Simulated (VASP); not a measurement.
Here is a VASP 6.6.1 calculation.

Contents of INCAR:

```
  ALGO = Normal
  EDIFF = 1E-6
  EDIFFG = -0.01
  ENCUT = 600
  GGA = PE
  IBRION = 2
  ISIF = 3
  ISMEAR = 0
  LASPH = T
  LCHARG = F
  LREAL = F
  LWAVE = F
  NELM = 60
  NSW = 100
  PREC = Accurate
  SIGMA = 0.02
```

The input KPOINTS:

```
k-points
0
Gamma
  10 10 6
```

Contents of POSCAR:

```
MgO
1.0
    2.8288609874      0.0000000000      0.0000000000
    0.0000000000      2.8288609874      0.0000000000
    0.0000000000      0.0000000000      5.0497063795
Mg O
1 1
Direct
    0.5000000000      0.5000000000      0.0000000000
    0.0000000000      0.0000000000      0.0000000000
```

Potentials or basis: VASP PAW PBE potentials, release 64 (Mg, O).

Run with:

```console
$ cat potpaw_PBE.64/Mg/POTCAR potpaw_PBE.64/O/POTCAR > POTCAR
$ mpirun -np 1 vasp_std > vasp.out
```

(1) Estimate the relaxed cell.

(2) Predict the space group after relaxing (to 0.05 Å).

Results:

(1) a = 2.825 Å, b = 2.825 Å, c = 4.635 Å, α = 90.00°, β = 90.00°, γ = 90.00°.

(2) P4/mmm (No. 123).
